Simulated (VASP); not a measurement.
## CuI: single point with PBE

The system is CuI.

```
Cu I
1.0
     3.77050   -3.74820    0.00000
     3.77050    3.74820    0.00000
     0.00000    0.00000    4.30700
Cu I
2 2
Cartesian
  3.7705 0.5964 3.2302
  3.7705 -0.5964 1.0767
  3.7705 -2.0243 3.2302
  3.7705 2.0243 1.0767
```

This cell differs from its parent crystal: equal xx and yy strain of +1 %.

```yaml
Program: VASP 6.6.1
Task: single point
Functional: PBE
Potentials_or_basis: VASP PAW PBE potentials, release 64 (Cu, I)
Cutoff: 520 eV
k_mesh: 5 × 5 × 6
Occupations: fermi-dirac, width 0.02 eV
Spin: no spin polarisation
```

- Pressure: 0.8 GPa
- Largest force: 0.076 eV/Å
- Band gap on the k mesh: 1.00 eV

Forces in eV/Å, atoms in the order of the input:
```
Cu   0.000  0.076  0.000
Cu   0.000 -0.076  0.000
I    0.000  0.016  0.000
I    0.000 -0.016  0.000
```

Stress tensor (GPa, compression positive):
```
0.80 0.00 0.00
0.00 0.60 0.00
0.00 0.00 1.08
```

Levels at points of the mesh, in eV from the valence-band top:
```csv
k point,band 14,band 15,band 16,band 17,band 18,band 19,band 20,band 21,band 22,band 23
"(0.00, 0.00, 0.00)",-1.81,-1.76,-1.46,-0.93,0.00,1.00,1.80,2.51,4.61,5.08
"(0.00, 0.00, 0.50)",-1.89,-1.77,-1.77,-1.58,-1.58,3.58,3.58,3.85,3.85,5.95
```

Run time: 53 s on 1 thread of AMD EPYC 9R45 96-Core Processor (Zen 5) (shared host), peak memory 0.25 GiB.

Caveat: the cell differs from its parent crystal (equal xx and yy strain of +1 %); spin-orbit coupling is left out, which moves the levels of the heavy elements. A k mesh can miss the band edges.
